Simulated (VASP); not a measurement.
**Cr: single point with LDA**

Crystal: Cr.

```
CELL_PARAMETERS angstrom
-1.24917 1.24917 1.24917
1.24917 -1.24917 1.24917
1.24917 1.24917 -1.24917
ATOMIC_POSITIONS crystal
Cr 0.00000 0.00000 0.00000
```

This cell differs from its parent crystal: volume scaled by 0.719, to set the pressure.

```
Program             : VASP 6.6.1
Task                : single point
Functional          : LDA
Potentials or basis : VASP PAW LDA potentials, release 64 (Cr_pv)
Cutoff              : 520 eV
k mesh              : 21 × 21 × 21
Occupations         : fermi-dirac, width 0.1 eV
Spin                : collinear spin, ferromagnetic start
Starting moments    : [2.0] μB
```

The pressure is 197.6 GPa and the band gap on the k mesh is zero (filled and empty bands overlap). The net moment is 0.00 μB per cell.

Levels at points of the mesh, in eV from the Fermi level:
Spin up:
| k point | band 4 | band 5 | band 6 | band 7 | band 8 | band 9 |
| --- | --- | --- | --- | --- | --- | --- |
| (0.00, 0.00, 0.00) | -8.76 | -1.76 | -1.76 | -1.76 | 1.58 | 1.58 |
Spin down:
| k point | band 3 | band 4 | band 5 | band 6 | band 7 | band 8 | band 9 | band 10 |
| --- | --- | --- | --- | --- | --- | --- | --- | --- |
| (0.00, 0.00, 0.00) | -41.69 | -8.76 | -1.76 | -1.76 | -1.76 | 1.58 | 1.58 | 5.59 |

Wall time 34 s on 1 thread of Intel(R) Xeon(R) Platinum 8259CL CPU @ 2.50GHz (Skylake/Cascade Lake), with other jobs on the host, peak memory 0.16 GiB.

Caveat: the cell differs from its parent crystal (volume scaled by 0.719, to set the pressure); the starting moments collapsed, and a magnetic state may lie lower.
